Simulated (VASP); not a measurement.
# NaH8BrO4 in VASP: a series of runs, part 2 of 3

VASP 6.6.1. The steps go on from the part before.

## Step 3: Single point, PBEsol

INCAR

```
SYSTEM = NaH8BrO4
  PREC = Accurate
  ENCUT = 520
  EDIFF = 1E-6
  ISMEAR = -1
  SIGMA = 0.05
  LREAL = .FALSE.
  LASPH = .TRUE.
  NELM = 120
  ALGO = Normal
  ISIF = 2
  LWAVE = .FALSE.
  LCHARG = .FALSE.
  GGA = PS
  NBANDS = 36
  GGA_COMPAT = .FALSE.
```

KPOINTS

```
regular mesh
0
G
  1 1 1
  0 0 0
```

POSCAR

```
NaH8BrO4
1.0
    5.9739610000      0.0000000000      0.0000000000
    0.0000000000      5.9739610000      0.0000000000
    0.0000000000      0.0000000000      5.9739610000
O H Na Br
4 8 1 1
Direct
    0.0091731432      0.8576219363      0.7934099335
    0.5551090809      0.7216819795      0.4827617723
    0.9191389097      0.4733542787      0.4266850754
    0.3970564923      0.1531647093      0.6605500103
    0.0680118267      0.7665935549      0.9224532936
    0.0262974599      0.9996550028      0.8208791453
    0.4335481936      0.6687522734      0.3958512618
    0.6048750569      0.5696220648      0.5218480670
    1.0443489671      0.4375321499      0.3407621844
    1.0020654638      0.4447300543      0.5884035734
    0.3587067274      0.2651841885      0.7721510067
    0.2977254120      0.0387682477      0.6661744193
    0.7066333376      0.0906266378      0.3952486466
    0.2207580532      0.5155875641      0.0258287592
```

Potentials or basis: VASP PAW PBE potentials, release 64 (O, H, Na_pv, Br).

Command:

```console
$ cat potpaw_PBE.64/O/POTCAR potpaw_PBE.64/H/POTCAR potpaw_PBE.64/Na_pv/POTCAR potpaw_PBE.64/Br/POTCAR > POTCAR
$ mpirun -np 1 vasp_gam > vasp.out
```

OUTCAR:

```text
SYSTEM = NaH8BrO4
   PREC = Accurate
   ENCUT = 520
   EDIFF = 1E-6
   ISMEAR = -1
   LREAL = .FALSE.
   LASPH = .TRUE.
   NELM = 120
   ISIF = 2
   GGA = PS

 ion  position               nearest neighbor table
   1  0.009  0.858  0.793-   6 0.87   5 1.01
   2  0.555  0.722  0.483-   7 0.95   8 0.98
   3  0.919  0.473  0.427-   9 0.93  10 1.10
   4  0.397  0.153  0.661-  12 0.91  11 0.97
   5  0.068  0.767  0.922-   1 1.01
   6  0.026  1.000  0.821-   1 0.87
   7  0.434  0.669  0.396-   2 0.95
   8  0.605  0.570  0.522-   2 0.98
   9  0.044  0.438  0.341-   3 0.93
  10  0.002  0.445  0.588-   3 1.10
  11  0.359  0.265  0.772-   4 0.97
  12  0.298  0.039  0.666-   4 0.91
  13  0.707  0.091  0.395-
  14  0.221  0.516  0.026-

  LATTYP: Found a simple cubic cell.
 ALAT       =     5.9739610000

  Lattice vectors:

 A1 = (   5.9739610000,   0.0000000000,   0.0000000000)
 A2 = (   0.0000000000,   5.9739610000,   0.0000000000)
 A3 = (   0.0000000000,   0.0000000000,   5.9739610000)

Analysis of symmetry for initial positions (statically):
=====================================================================
 Subroutine PRICEL returns:
 Original cell was already a primitive cell.

 Routine SETGRP: Setting up the symmetry group for a
 simple cubic supercell.

 Subroutine GETGRP returns: Found  1 space group operations
 (whereof  1 operations were pure point group operations)
 out of a pool of 48 trial point group operations.

The static configuration has the point symmetry C_1 .

Analysis of symmetry for dynamics (positions and initial velocities):
=====================================================================
 Subroutine PRICEL returns:
 Original cell was already a primitive cell.

[... 136 lines left out ...]
   LEPSILON=     F    determine dielectric tensor
   LRPA    =     F    only Hartree local field effects (RPA)
 non-spin polarized calculation
  energy-cutoff  :      520.00
  volume of cell :      213.20
 maximum number of plane-waves:      2872
 NGX is ok and might be reduce to    48
   NGX = 23   NGY = 23   NGZ = 23

 number of electron      45.9999997 magnetization

 Free energy of the ion-electron system (eV)
  ---------------------------------------------------
  ext. energy  EPLUGINS =         0.00000000
  ---------------------------------------------------
  free energy    TOTEN  =       -62.72503061 eV

  energy without entropy =      -62.72503061  energy(sigma->0) =      -62.72503061

 E-fermi :  -1.6517     XC(G=0):  -6.2736

 val. band max:       -2.8659913710   @ k =   0.0000   0.0000   0.0000
 cond. band min:       0.6111501845   @ k =   0.0000   0.0000   0.0000
 fundamental gap:      3.4771415554
 Fermi energy:        -1.6517375890

 k-point     1 :       0.0000    0.0000    0.0000
  band No.  band energies     occupation
      1     -25.3790      2.00000
      2     -25.3397      2.00000
      3     -25.2849      2.00000
      4     -22.5226      2.00000
      5     -22.2492      2.00000
      6     -22.0226      2.00000
[... 27 lines left out ...]
     34       7.1710      0.00000
     35       7.3044      0.00000
 [bands above 35 left out]

------------------------ aborting loop because EDIFF is reached ----------------------------------------

  FORCE on cell =-STRESS in cart. coord.  units (eV):
  Direction    XX          YY          ZZ          XY          YZ          ZX
  --------------------------------------------------------------------------------------
  -------------------------------------------------------------------------------------
  Total        5.9463048      8.4154398      0.1971496     -0.1142607      1.7406538     -1.9445838
  in kB       44.6859094     63.2412216      1.4815605     -0.8586582     13.0808463    -14.6133608
  external PRESSURE =      36.4695638 kB  Pullay stress =       0.0000000 kB

 VOLUME and BASIS-vectors are now :
 -----------------------------------------------------------------------------
  energy-cutoff  :      520.00
  volume of cell :      213.20
      direct lattice vectors                 reciprocal lattice vectors
     5.973961000  0.000000000  0.000000000     0.167393125  0.000000000  0.000000000
     0.000000000  5.973961000  0.000000000     0.000000000  0.167393125  0.000000000
     0.000000000  0.000000000  5.973961000     0.000000000  0.000000000  0.167393125

 POSITION                                       TOTAL-FORCE (eV/Angst)
 -----------------------------------------------------------------------------------
      0.05480      5.12340      4.73980        -1.302991     -6.230455     -2.071426
      3.31620      4.31130      2.88400         0.594411     -0.220651      0.738312
      5.49090      2.82780      2.54900        -0.594306     -1.176435      5.592974
      2.37200      0.91500      3.94610         3.449127      3.197734     -1.189559
      0.40630      4.57960      5.51070        -0.067565      0.221452     -0.409521
      0.15710      5.97190      4.90390         0.691046      7.409033      1.763193
      2.59000      3.99510      2.36480        -1.889215      0.182825     -1.516514
      3.61350      3.40290      3.11750         1.018696      0.699845      0.348612
      0.26494      2.61380      2.03570         2.326067     -0.410190     -2.651474
      0.01234      2.65680      3.51510        -1.865976      0.963205     -2.546743
      2.14290      1.58420      4.61280        -0.325122      0.524686      0.648506
      1.77860      0.23160      3.97970        -2.783943     -3.622654      0.361992
      4.22140      0.54140      2.36120        -0.219101     -0.237111      0.423018
      1.31880      3.08010      0.15430         0.968873     -1.301283      0.508632
 -----------------------------------------------------------------------------------
    total drift:                                0.000220      0.000091      0.000361

  FREE ENERGIE OF THE ION-ELECTRON SYSTEM (eV)
  ---------------------------------------------------
  free  energy   TOTEN  =       -62.7250306124 eV

  energy  without entropy=      -62.7250306123  energy(sigma->0) =      -62.72503061
```

Wall time 41 s (1 thread of Intel Xeon 8259CL, shared host); peak memory 0.3 GiB.

What came out:

| Quantity | Value |
| --- | --- |
| Free energy | -62.7250 eV |
| Pressure | 3.6 GPa |
| Largest force | 7.647 eV/Å |

Forces on the atoms (eV/Å):
```
O   -1.303 -6.230 -2.071
O    0.594 -0.221  0.738
O   -0.594 -1.176  5.593
O    3.449  3.198 -1.190
H   -0.068  0.221 -0.410
H    0.691  7.409  1.763
H   -1.889  0.183 -1.517
H    1.019  0.700  0.349
H    2.326 -0.410 -2.651
H   -1.866  0.963 -2.547
H   -0.325  0.525  0.649
H   -2.784 -3.623  0.362
Na  -0.219 -0.237  0.423
Br   0.969 -1.301  0.509
```

Levels at points of the mesh, in eV from the Fermi level:
```tsv
k point	band 20	band 21	band 22	band 23	band 24	band 25	band 26	band 27
(0.00, 0.00, 0.00)	-2.18	-1.53	-1.45	-1.21	2.26	5.11	5.89	6.15
```

Caveat: the k points lie up to 1.05 Å⁻¹ apart; the PAW data sets were made with another functional, which shifts forces and pressure a little.

## Step 4: Single point, PBEsol

INCAR

```
PREC = Accurate
ENCUT = 520
EDIFF = 1E-6
ISMEAR = -1
SIGMA = 0.05
LREAL = False
LASPH = True
NELM = 120
ALGO = Normal
ISIF = 2
LWAVE = False
LCHARG = False
GGA = PS
NBANDS = 36
GGA_COMPAT = False
```

KPOINTS

```
regular mesh
0
Gamma
  1 1 1
```

POSCAR

```
NaH8BrO4
1.0
    5.9739610000      0.0000000000      0.0000000000
    0.0000000000      5.9739610000      0.0000000000
    0.0000000000      0.0000000000      5.9739610000
O H Na Br
4 8 1 1
Direct
   -0.0164547442      0.8813750207      0.7118392638
    0.5290794500      0.7330312334      0.4925207915
    0.9181680296      0.4075520413      0.4468559470
    0.4272207334      0.1456654973      0.6405465319
    0.0120523050      0.7778758515      0.8201928335
    0.0536327572      1.0320120938      0.7824959018
    0.4069996440      0.6666933380      0.3864102896
    0.5563980080      0.6313399100      0.6087585774
    1.0352093025      0.5120723085      0.3357906086
    0.8651546269      0.5418348061      0.5059624594
    0.3287935760      0.2570488826      0.6919696998
    0.3386195524      0.0025778541      0.6367467079
    0.6640820052      0.1695524962      0.3600458724
    0.2100281538      0.4950651670      0.0540679794
```

Command:

```console
$ cat potpaw_PBE.64/O/POTCAR potpaw_PBE.64/H/POTCAR potpaw_PBE.64/Na_pv/POTCAR potpaw_PBE.64/Br/POTCAR > POTCAR
$ mpirun -np 1 vasp_gam > vasp.out
```

Run time: 43 s. Hardware: 1 thread of Intel Xeon 8259CL, shared host; peak memory 0.3 GiB.

It converged, with:

```yaml
Free_energy: -63.1069 eV
Pressure: 0.4 GPa
Largest_force: 6.211 eV/Å
```

Forces in eV/Å, atoms in the order of the input:
```
O    0.655  5.921 -1.758
O   -1.785  0.873 -3.160
O    2.925  0.537 -2.212
O    0.373 -1.965 -0.490
H    1.012 -3.183  3.186
H   -1.603 -2.721 -1.286
H    1.526  0.432  1.168
H    0.021 -1.362  1.599
H   -1.271 -2.734  0.697
H   -1.605  2.103  1.689
H   -1.335  1.577  0.845
H    0.767  0.702 -0.107
Na  -0.099 -0.469 -0.107
Br   0.419  0.289 -0.065
```

Stress tensor (GPa, compression positive):
```
-0.23 -4.30 -2.10
-4.30  0.20 -1.27
-2.10 -1.27  1.15
```

Levels at points of the mesh, in eV from the Fermi level:
```
           k point  band 20  band 21  band 22  band 23  band 24  band 25  band 26  band 27
(0.00, 0.00, 0.00)    -2.25    -1.54    -1.43    -1.19     2.29     5.17     5.63     6.43
```

Caveat: the k points lie up to 1.05 Å⁻¹ apart; the PAW data sets were made with another functional, which shifts forces and pressure a little.

[end of part 2 of 3]
